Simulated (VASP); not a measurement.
Write the native input for VASP 6.6.1 that does the following.

```yaml
Task: single point
Functional: PBE
Potentials_or_basis: VASP PAW PBE potentials, release 64 (Hg_sv_GW)
Cutoff: 550 eV
k_mesh: 15 × 15 × 15
Occupations: gaussian, width 0.1 eV
Spin: no spin polarisation
Dipole_correction: no
Further_INCAR_settings: ALGO = Normal; EDIFF = 1e-06; NBANDS = 16
```

The structure of Hg lies in POSCAR:

```
Hg
1.0
    1.6592953367      0.9579946093      2.1762064200
   -1.6592953367      0.9579946093      2.1762064200
    0.0000000000     -1.9159892186      2.1762064200
Hg
1
Direct
    0.0000000000      0.0000000000      0.0000000000
```

This cell differs from its parent crystal: strained.

These files were run (other wordings do the same):

INCAR

```
ALGO     = Normal         # electronic algorithm
EDIFF    = 1E-6           # SCF threshold, eV
ENCUT    = 550            # plane-wave cutoff, eV
GGA      = PE             # functional
GGA_COMPAT= False        
ISIF     = 2              # what is computed and relaxed
ISMEAR   = 0              # smearing method
LASPH    = True           # aspherical terms in the spheres
LCHARG   = True           # write CHGCAR
LELF     = True           # ELF
LREAL    = False          # projectors in reciprocal space
LVHAR    = True         
LWAVE    = False          # write WAVECAR
NBANDS   = 16             # bands
NELM     = 120            # most SCF steps
PREC     = Accurate       # precision mode
SIGMA    = 0.1            # smearing width, eV
```

KPOINTS

```
k-points
0
Gamma
  15 15 15
```

Potentials or basis: VASP PAW PBE potentials, release 64 (Hg_sv_GW).

Run with:

```bash
$ cat potpaw_PBE.64/Hg_sv_GW/POTCAR > POTCAR
$ mpirun -np 1 vasp_std > vasp.out
```

It gave:

```json
{
 "Pressure": "14.7 GPa",
 "Band gap on the k mesh": "zero (bands 10 and 11 overlap by 3.27 eV)"
}
```

Caveat: the cell differs from its parent crystal (strained); the cell stands under pressure; spin-orbit coupling is left out, which moves the levels of the heavy elements.

Run time: 89 s on 1 thread of Intel(R) Xeon(R) Platinum 8375C CPU @ 2.90GHz (Ice Lake) (shared host), peak memory 0.26 GiB.
